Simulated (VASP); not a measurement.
Runs of VASP 6.6.1 on C. The structure is that of space group Fmmm (No. 69), or close to it. The cells are those of the table. 

```tsv
cell	gap on the mesh (eV)	pressure (GPa)
a = 3.861, b = 3.430, c = 2.508 Å, angles 79.5, 60.9, 39.7°, 2 atoms	0.03	-15.8
a = 3.947, b = 3.544, c = 2.458 Å, angles 80.0, 62.2, 37.8°, 2 atoms	0.08	0.7
a = 4.254, b = 3.928, c = 2.313 Å, angles 81.5, 65.9, 32.5°, 2 atoms	0.04	60.2
a = 3.928, b = 3.490, c = 2.552 Å, angles 79.5, 60.9, 39.7°, 2 atoms	0.05	-27.6
a = 4.144, b = 3.793, c = 2.360 Å, angles 81.0, 64.7, 34.2°, 2 atoms	0.05	39.5
a = 4.328, b = 3.996, c = 2.353 Å, angles 81.5, 65.9, 32.5°, 2 atoms	0.03	40.2
a = 3.876, b = 3.480, c = 2.413 Å, angles 80.0, 62.2, 37.8°, 2 atoms	(a)	(b)
a = 4.041, b = 3.665, c = 2.408 Å, angles 80.5, 63.5, 36.0°, 2 atoms	0.06	19.3
```

Alike in all rows: task single point; level PBEsol+D3(BJ); potentials or basis VASP PAW PBE potentials, release 64 (C); no spin polarisation; k mesh 18 × 18 × 18; cutoff (eV) 520; smearing gaussian 0.03 eV.

Estimate the missing entries.

(a) 0.09; (b) 19.0.

Caveats: the PAW data sets were made with another functional, which shifts forces and pressure a little.

A k mesh can miss the band edges.
